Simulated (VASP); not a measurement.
Here is a VASP 6.6.1 calculation.

File INCAR:

```
SYSTEM = AgCl
PREC     = Accurate       ! precision mode
ENCUT    = 600            ! plane-wave cutoff, eV
EDIFF    = 1E-7           ! SCF threshold, eV
ISMEAR   = 0              ! smearing method
SIGMA    = 0.01           ! smearing width, eV
LREAL    = .False.        ! projectors in reciprocal space
LASPH    = .True.         ! aspherical terms in the spheres
NELM     = 100            ! most SCF steps
ALGO     = Normal         ! electronic algorithm
ISIF     = 3              ! what is computed and relaxed
LWAVE    = .False.        ! write WAVECAR
LCHARG   = .False.        ! write CHGCAR
IBRION   = 2              ! ionic algorithm
NSW      = 80             ! ionic steps
EDIFFG   = -0.001         ! ionic threshold
PSTRESS  = 10.0
```

Contents of KPOINTS:

```
regular mesh
0
Gamma
  10 10 10
  0 0 0
```

The input POSCAR:

```
AgCl
1.0
    0.0000000000      2.6770646130      2.6770646130
    2.6770646130      0.0000000000      2.6770646130
    2.6770646130      2.6770646130      0.0000000000
Ag Cl
1 1
Direct
    0.5000000000      0.5000000000      0.5000000000
    0.0000000000      0.0000000000      0.0000000000
```

Potentials or basis: VASP PAW LDA potentials, release 64 (Ag, Cl).

Run with:

```bash
$ cat potpaw_LDA.64/Ag/POTCAR potpaw_LDA.64/Cl/POTCAR > POTCAR
$ mpirun -np 1 vasp_std > vasp.out
```

Task: What does it give for the relaxed volume?

Result: 18.94 Å³/atom.

Task: Predict the space group after relaxing (to 0.05 Å).

Result: Fm-3m (No. 225).

Task: Estimate the relaxed cell.

Result: a = 3.769 Å, b = 3.769 Å, c = 3.769 Å, α = 60.00°, β = 60.00°, γ = 60.00°.

Final structure:
```yaml
crystal:
  lattice:
    - [0.00000, 2.66540, 2.66540]
    - [2.66540, 0.00000, 2.66540]
    - [2.66540, 2.66540, 0.00000]
  atoms:
    - { symbol: Ag, position: [0.50000, 0.50000, 0.50000] }
    - { symbol: Cl, position: [0.00000, 0.00000, 0.00000] }
```

Caveat: the cell is relaxed towards a set pressure, so the enthalpy falls and the energy may rise. Zero-point motion and thermal expansion aren't in these numbers.
